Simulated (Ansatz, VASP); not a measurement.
# Two plane-wave programs on HfSnO4

```
Hf Sn O
1.0
     3.86559    0.00000    0.00000
     0.00000    3.86559    0.00000
     0.00000    0.00000    5.61894
Hf Sn O
1 1 4
Direct
  0.00000 0.00000 0.00000
  0.50000 0.50000 0.50000
  0.00000 0.50000 0.69721
  0.50000 0.00000 0.80279
  0.50000 0.00000 0.30279
  0.00000 0.50000 0.19721
```

Alike in both runs: task relaxation of cell and atoms; functional PBE; k mesh 4 × 4 × 4; occupations gaussian, width 0.1 eV; no spin polarisation.

|  | VASP | Ansatz |
| --- | --- | --- |
| version | VASP 6.6.1 | Ansatz 0.2.0 |
| potentials or method | VASP PAW PBE potentials, release 64 (Hf_pv, Sn_d, O), cutoff 600 eV | scalar-relativistic, plane waves, PAW |
| valence electrons in the cell | 48 | 64 |

```tsv
	VASP	Ansatz	Ansatz less VASP
gap on the k mesh at the Fermi level, each at its own relaxed structure (eV)	1.78	1.78	-0.001
relaxed volume (Å³/atom)	11.59	11.72	+0.128
relaxed length of the cell vector where the two differ most in proportion (Å)	5.392	5.427	+0.0350
```

VASP's potentials hold 48 valence electrons a cell and Ansatz's 64, so a difference there can come from the potentials and not from the codes.

Neither program's run includes spin-orbit coupling. Noted on VASP's run: the volume moved by over 15 % at a fixed basis, so the end points are rough.
